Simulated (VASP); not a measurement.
Here is a VASP 6.6.1 calculation.

The input INCAR:

```
PREC     = Accurate       # precision mode
ENCUT    = 500            # plane-wave cutoff, eV
EDIFF    = 1E-7           # SCF threshold, eV
ISMEAR   = 0              # smearing method
SIGMA    = 0.01           # smearing width, eV
LREAL    = False          # projectors in reciprocal space
LASPH    = True           # aspherical terms in the spheres
NELM     = 120            # most SCF steps
ALGO     = Normal         # electronic algorithm
ISIF     = 3              # what is computed and relaxed
LWAVE    = False          # write WAVECAR
LCHARG   = False          # write CHGCAR
GGA      = PE             # functional
IBRION   = 2              # ionic algorithm
NSW      = 80             # ionic steps
EDIFFG   = -0.002         # ionic threshold
GGA_COMPAT= False        
NELMIN   = 4
```

KPOINTS

```
regular mesh
0
Gamma
  12 12 12
```

POSCAR

```
Si
1.0
    0.0000000000      2.7135600000      2.7135600000
    2.7135600000      0.0000000000      2.7135600000
    2.7135600000      2.7135600000      0.0000000000
Si
2
Direct
    0.7500000000      0.7500000000      0.7500000000
    0.5000000000      0.5000000000      0.5000000000
```

Potentials or basis: VASP PAW PBE potentials, release 64 (Si).

Launch:

```bash
$ cat potpaw_PBE.64/Si/POTCAR > POTCAR
$ mpirun -np 1 vasp_std > vasp.out
```

(1) Predict the band gap on the k mesh.

(2) Predict the space group after relaxing (to 0.1 Å).

(3) Predict the relaxed cell.

(4) What does it give for the relaxed volume?

## Answers

(1) 0.61 eV (least direct gap 2.56 eV).

(2) Fd-3m (No. 227).

(3) a = 3.867 Å, b = 3.867 Å, c = 3.867 Å, α = 60.00°, β = 60.00°, γ = 60.00°.

(4) 20.44 Å³/atom.
